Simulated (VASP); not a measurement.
# BaTiO3 (Cmmm) in VASP: relaxation of cell and atoms with r2SCAN

Aim: the relaxation of cell and atoms of BaTiO3 with r2SCAN.

All numbers are computed with VASP 6.6.1; they aren't measurements. Logs are shortened: lines on timing, memory, paths and dates and some standing lists are left out, and cuts for length are marked.

**1. The cell of the first run**

Symmetry: Cmmm, No. 65, orthorhombic system. The conventional cell has a = 5.725 Å, b = 5.751 Å, c = 3.983 Å, α = 90.00°, β = 90.00°, γ = 90.00°. Ba (site symmetry mmm) has 12 O at 2.84 to 2.88 Å and 8 Ti at 3.49 to 3.50 Å within 3.7 Å. Within 2.6 Å of Ti (site symmetry mmm) lie 6 O at 1.99 to 2.03 Å. O (site symmetry 2/m) has 2 Ti at 2.03 Å within 2.7 Å. Within 2.6 Å of O (site symmetry mmm) lie 2 Ti at 1.99 Å.

**2. Relaxation of cell and atoms, r2SCAN**

Contents of POSCAR:

```
BaTiO3
1.0
    3.9833338700      0.0000000000      0.0000000000
    0.0000000000      2.8625951100      2.8753395300
    0.0000000000     -2.8625951100      2.8753395300
Ba Ti O
1 1 3
Direct
    0.0000000000      0.0034138500      0.0034138500
    0.5000000000      0.5034138500      0.5034138500
    0.5000000000      1.0034138500      0.5034138500
    0.5000000000      0.5034138500      1.0034138500
    0.0000000000      0.5034138500      0.5034138500
```

Contents of INCAR.step1:

```
SYSTEM = BaTiO3
PREC = Accurate
ENCUT = 660
ISMEAR = 0
SIGMA = 0.02
LREAL = .False.
LASPH = .True.
NELM = 120
GGA = PE
ALGO = Normal
EDIFF = 1E-5
LWAVE = .True.
LCHARG = .False.
GGA_COMPAT = .False.
IBRION = 2
ISIF = 3
EDIFFG = -0.005
NELMIN = 4
NSW = 100
KPAR = 4
```

Contents of INCAR.step2:

```
SYSTEM = BaTiO3
PREC = Accurate
ENCUT = 660
EDIFF = 1E-7
ISMEAR = 0
SIGMA = 0.02
LREAL = .False.
LASPH = .True.
NELM = 120
ALGO = Normal
ISIF = 3
LWAVE = .False.
LCHARG = .False.
METAGGA = R2SCAN
LMIXTAU = .True.
IBRION = 2
NSW = 100
EDIFFG = -0.002
ISTART = 1
GGA_COMPAT = .False.
NELMIN = 4
KPAR = 4
```

Contents of KPOINTS:

```
Automatic mesh
0
Gamma
  8 8 8
  0 0 0
```

Potentials or basis: VASP PAW PBE potentials, release 64 (Ba_sv, Ti_sv, O).

Launch:

```bash
cat potpaw_PBE.64/Ba_sv/POTCAR potpaw_PBE.64/Ti_sv/POTCAR potpaw_PBE.64/O/POTCAR > POTCAR
cp INCAR.step1 INCAR
mpirun -np 4 vasp_std > vasp.out
cp INCAR.step2 INCAR
mpirun -np 4 vasp_std > vasp.out
```

OUTCAR:

```text
SYSTEM = BaTiO3
   PREC = Accurate
   ENCUT = 660
   EDIFF = 1E-7
   ISMEAR = 0
   LREAL = .False.
   LASPH = .True.
   NELM = 120
   ISIF = 3
   METAGGA = R2SCAN
   IBRION = 2
   NSW = 100
   EDIFFG = -0.002
   ISTART = 1
   NELMIN = 4

 ion  position               nearest neighbor table
   1  0.000  0.003  0.003-   3 2.84   4 2.84   3 2.84   4 2.84   3 2.84   4 2.84   3 2.84   4 2.84
                             5 2.86   5 2.86   5 2.88   5 2.88   2 3.49   2 3.49   2 3.49   2 3.49
   2  0.500  0.503  0.503-   5 1.99   5 1.99   3 2.03   4 2.03   3 2.03   4 2.03   1 3.49   1 3.49
                             1 3.49   1 3.49   1 3.50   1 3.50   1 3.50   1 3.50
   3  0.500  0.003  0.503-   2 2.03   2 2.03   1 2.84   1 2.84   1 2.84   1 2.84
   4  0.500  0.503  0.003-   2 2.03   2 2.03   1 2.84   1 2.84   1 2.84   1 2.84
   5  0.000  0.503  0.503-   2 1.99   2 1.99   1 2.86   1 2.86   1 2.88   1 2.88

  LATTYP: Found a base centered orthorhombic cell.
 ALAT       =     5.7251902200
 B/A-ratio  =     1.0044520512
 C/A-ratio  =     0.6957557246

  Lattice vectors:

 A1 = (   0.0000000000,   2.8625951100,  -2.8753395300)
 A2 = (   0.0000000000,   2.8625951100,   2.8753395300)
 A3 = (   3.9833338700,   0.0000000000,   0.0000000000)

Analysis of symmetry for initial positions (statically):
=====================================================================
 Subroutine PRICEL returns:
 Original cell was already a primitive cell.

 Routine SETGRP: Setting up the symmetry group for a
 base centered orthorhombic supercell.

 Subroutine GETGRP returns: Found  8 space group operations
 (whereof  4 operations were pure point group operations)
 out of a pool of  8 trial point group operations.

The static configuration has the point symmetry C_2v.
 The point group associated with its full space group is D_2h.

Analysis of symmetry for dynamics (positions and initial velocities):
=====================================================================
 Subroutine PRICEL returns:
 Original cell was already a primitive cell.

 Routine SETGRP: Setting up the symmetry group for a
 base centered orthorhombic supercell.

 Subroutine GETGRP returns: Found  8 space group operations
 (whereof  4 operations were pure point group operations)
 out of a pool of  8 trial point group operations.

The dynamic configuration has the point symmetry C_2v.
 The point group associated with its full space group is D_2h.

 Subroutine INISYM returns: Found  8 space group operations
 (whereof  4 operations are pure point group operations),
 and found     1 'primitive' translations
[... 124 lines left out ...]
  Thomas-Fermi vector in A             =   2.512544
   LORBIT       =      0    0 simple, 1 ext, 2 COOP (PROOUT), +10 PAW based schemes
   METAGGA = R2SCAN    functional components
   LHFCALC =     F    Hartree Fock is set to
   AEXX    =    0.0000 exact exchange contribution
   IVDW    =     0    specifies the selected vdW correction
   LEPSILON=     F    determine dielectric tensor
   LRPA    =     F    only Hartree local field effects (RPA)
 conjugate gradient relaxation of ions
 non-spin polarized calculation
 Gauss-broadening in eV      SIGMA  =   0.02
  energy-cutoff  :      660.00
  volume of cell :       65.57
 maximum number of plane-waves:      2546
 NGX is ok and might be reduce to    36
   NGX = 17   NGY = 17   NGZ = 17

--------------------------------------- Ionic step        1  -------------------------------------------

 number of electron      40.0000001 magnetization

 Free energy of the ion-electron system (eV)
  ---------------------------------------------------
  ext. energy  EPLUGINS =         0.00000000
  ---------------------------------------------------
  free energy    TOTEN  =       -74.23149248 eV

  energy without entropy =      -74.23149248  energy(sigma->0) =      -74.23149248

------------------------ aborting loop because EDIFF is reached ----------------------------------------

  FORCE on cell =-STRESS in cart. coord.  units (eV):
  Direction    XX          YY          ZZ          XY          YZ          ZX
  --------------------------------------------------------------------------------------
  -------------------------------------------------------------------------------------
  Total       -0.3592859     -1.5303617     -1.9945468      0.0000000      0.0000000      0.0000000
  in kB       -8.7785942    -37.3920172    -48.7336619      0.0000000      0.0000000      0.0000000
  external PRESSURE =     -31.6347578 kB  Pullay stress =       0.0000000 kB
[... 98 lines left out ...]
  FREE ENERGIE OF THE ION-ELECTRON SYSTEM (eV)
  ---------------------------------------------------
  free  energy   TOTEN  =       -74.2497877838 eV

  energy  without entropy=      -74.2497877838  energy(sigma->0) =      -74.24978778

[... ionic steps 4 to 9 ...]

--------------------------------------- Ionic step       10  -------------------------------------------

 number of electron      39.9999998 magnetization

------------------------ aborting loop because EDIFF is reached ----------------------------------------
[... 73 lines left out ...]
--------------------------------------- Ionic step       12  -------------------------------------------

 number of electron      39.9999998 magnetization

 Free energy of the ion-electron system (eV)
  ---------------------------------------------------
  ext. energy  EPLUGINS =         0.00000000
  ---------------------------------------------------
  free energy    TOTEN  =       -74.25314995 eV

  energy without entropy =      -74.25314995  energy(sigma->0) =      -74.25314995

 E-fermi :   3.5867     XC(G=0): -11.8973

 val. band max:        3.5014400510   @ k =   0.5000   0.5000   0.5000
 cond. band min:       5.6279583724   @ k =   0.0000   0.0000   0.0000
 fundamental gap:      2.1265183215
 Fermi energy:         3.5867286104

 k-point     1 :       0.0000    0.0000    0.0000
  band No.  band energies     occupation
      1     -55.3968      2.00000
      2     -30.5529      2.00000
      3     -30.5527      2.00000
      4     -30.5527      2.00000
      5     -21.9758      2.00000
      6     -14.3510      2.00000
[... 637 lines left out ...]
     23       7.6728      0.00000
     24       8.5201      0.00000

 [... further k-points ...]

------------------------ aborting loop because EDIFF is reached ----------------------------------------

  FORCE on cell =-STRESS in cart. coord.  units (eV):
  Direction    XX          YY          ZZ          XY          YZ          ZX
  --------------------------------------------------------------------------------------
  -------------------------------------------------------------------------------------
  Total        0.0066530      0.0027293      0.0010945      0.0000000      0.0000000      0.0000000
  in kB        0.1656465      0.0679532      0.0272506      0.0000000      0.0000000      0.0000000
  external PRESSURE =       0.0869501 kB  Pullay stress =       0.0000000 kB
[... 20 lines left out ...]
  FREE ENERGIE OF THE ION-ELECTRON SYSTEM (eV)
  ---------------------------------------------------
  free  energy   TOTEN  =       -74.2531499511 eV

  energy  without entropy=      -74.2531499511  energy(sigma->0) =      -74.25314995

 reached required accuracy - stopping structural energy minimisation
```

OSZICAR.step1:

```text
N       E                     dE             d eps       ncg     rms          rms(c)
DAV:   1     0.507456461704E+03    0.50746E+03   -0.24463E+04  5040   0.214E+03
DAV:   2     0.824234641609E+01   -0.49921E+03   -0.49150E+03  6064   0.537E+02
DAV:   3    -0.484634881316E+02   -0.56706E+02   -0.55358E+02  7256   0.162E+02
[... 41 lines left out ...]
       N       E                     dE             d eps       ncg     rms          rms(c)
DAV:   1    -0.399987567615E+02    0.86272E-05   -0.32204E-05  3368   0.538E-02    0.596E-03
DAV:   2    -0.399987567193E+02    0.42221E-07   -0.43884E-06  2680   0.183E-02    0.351E-03
DAV:   3    -0.399987566115E+02    0.10775E-06   -0.14979E-06  2520   0.100E-02    0.174E-03
DAV:   4    -0.399987565668E+02    0.44735E-07   -0.44180E-07  2520   0.595E-03
   6 F= -.39998757E+02 E0= -.39998757E+02  d E =-.474468E-04
```

It took 12 min on 4 MPI ranks of Intel Xeon 6975P-C (Granite Rapids), shared host; peak memory 0.39 GiB.

What came out:

```
Free energy                           : -74.2531 eV
Relaxed volume                        : 12.87 Å³/atom
Relaxed cell                          : a = 4.007 Å, b = 4.008 Å, c = 4.008 Å, α = 90.00°, β = 90.00°, γ = 90.00°
Space group after relaxing (to 0.1 Å) : Pm-3m (No. 221)
Energy gained by relaxing             : 4.3 meV/atom
Ionic steps                           : 12
Pressure after relaxing               : 0.0 GPa
Band gap on the k mesh                : 2.13 eV (least direct gap 2.29 eV)
```

The path:
| step | energy change (eV) | largest force (eV/Å) | pressure (GPa) | volume (Å³) |
| --- | --- | --- | --- | --- |
| 1 | 0.0000 | 0.0000 | -3.16 | 65.57 |
| 2 | -0.0078 | 0.0000 | 3.57 | 63.14 |
| 3 | -0.0183 | 0.0000 | 0.55 | 64.17 |
| 4 | -0.0216 | 0.0000 | 0.11 | 64.31 |
| 5 | -0.0216 | 0.0000 | 0.04 | 64.34 |
| 6 | -0.0216 | 0.0000 | 0.05 | 64.34 |
| 7 | -0.0217 | 0.0000 | -0.03 | 64.37 |
| 8 | -0.0217 | 0.0000 | -0.02 | 64.36 |
| 9 | -0.0217 | 0.0000 | 0.00 | 64.36 |
| 10 | -0.0217 | 0.0000 | -0.02 | 64.36 |
| 11 | -0.0217 | 0.0000 | 0.02 | 64.35 |
| 12 | -0.0217 | 0.0000 | 0.01 | 64.35 |

Final structure:
```cif
data_structure
_symmetry_space_group_name_H-M 'P 1'
_symmetry_Int_Tables_number 1
_cell_length_a 4.0067
_cell_length_b 4.0075
_cell_length_c 4.0075
_cell_angle_alpha 89.997
_cell_angle_beta 90.000
_cell_angle_gamma 90.000
_cell_volume 64.35
loop_
_atom_site_label
_atom_site_type_symbol
_atom_site_fract_x
_atom_site_fract_y
_atom_site_fract_z
_atom_site_occupancy
Ba1 Ba 0.00000 0.00341 0.00341 1
Ti1 Ti 0.50000 0.50341 0.50341 1
O1 O 0.50000 0.00341 0.50341 1
O2 O 0.50000 0.50341 0.00341 1
O3 O 0.00000 0.50341 0.50341 1
```

Caveat: the PAW data sets were made with another functional, which shifts forces and pressure a little; spin-orbit coupling is left out, which moves the levels of the heavy elements.
